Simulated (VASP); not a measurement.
A run of VASP 6.6.1:

INCAR

```
SYSTEM = Sr
ALGO     = Normal         ! electronic algorithm
EDIFF    = 1E-6           ! SCF threshold, eV
ENCUT    = 520            ! plane-wave cutoff, eV
GGA      = CA             ! functional
ISIF     = 2              ! what is computed and relaxed
ISMEAR   = 1              ! smearing method
LASPH    = .True.         ! aspherical terms in the spheres
LCHARG   = .True.         ! write CHGCAR
LELF     = .True.         ! ELF
LREAL    = .False.        ! projectors in reciprocal space
LVHAR    = .True.       
LWAVE    = .False.        ! write WAVECAR
NBANDS   = 11             ! bands
NELM     = 100            ! most SCF steps
PREC     = Accurate       ! precision mode
SIGMA    = 0.05           ! smearing width, eV
```

Contents of KPOINTS:

```
k-points
0
Gamma
  8 8 5
  0 0 0
```

POSCAR

```
Sr
1.0
    4.1283377400      0.0000000000      0.0000000000
   -2.0641688700      3.5752453600      0.0000000000
    0.0000000000      0.0000000000      6.7887450800
Sr
1
Direct
    0.6666666667      0.3333333333      0.5000000000
```

Potentials or basis: VASP PAW LDA potentials, release 64 (Sr_sv).

The run is started by

```bash
$ cat potpaw_LDA.64/Sr_sv/POTCAR > POTCAR
$ mpirun -np 1 vasp_std > vasp.out
```

Hardware: 1 thread of Intel Xeon 8259CL, on a shared host.

**Question.** How long does it take, and how much memory?

**Answer.** Run time: 39 s on 1 thread of Intel Xeon 8259CL, with other jobs on the host, peak memory 0.19 GiB. Counts: scf iterations 12, k points 30.
